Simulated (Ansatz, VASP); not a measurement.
**Two plane-wave programs on SnO2**

```xyz
6
Lattice="4.3575 0.0000 0.0000 0.0000 4.9166 0.0000 0.0000 0.0000 3.3213" Properties=species:S:1:pos:R:3 pbc="T T T"
Sn    2.1788    2.4583    1.6606
Sn    0.0000    0.0000    0.0000
O     1.2987    1.5520    0.0000
O     3.4774    0.9063    1.6606
O     0.8801    4.0103    1.6606
O     3.0589    3.3646    0.0000
```

Change from the starting cell: volume 11.859 Å^3 an atom, stretch along a over the lengths across it, relative to the relaxed cell 0.8864.

Alike in both runs: functional LDA; k mesh 6 × 6 × 10; occupations gaussian, width 0.05 eV; no spin polarisation.

Ansatz relaxed the structure, and its values are those at the end. VASP's run is a single point on that final structure, the one shown.

```csv
,VASP,Ansatz
version,VASP 6.6.1,Ansatz 0.2.0
potentials or method,"VASP PAW LDA potentials, release 64 (Sn_d, O), cutoff 520 eV","scalar-relativistic, plane waves, PAW"
valence electrons in the cell,52,52
```

```tsv
	VASP	Ansatz	Ansatz less VASP
gap on the k mesh at the Fermi level (eV)	1.06	1.03	-0.030
least direct gap on the mesh (eV)	1.06	1.03	-0.030
pressure (GPa)	-1.7	-2.7	-1.01
```

LDA's correlation is that of Perdew and Zunger in VASP and of Perdew and Wang (1992) in Ansatz. Ansatz's warnings: stress scf threshold loose.
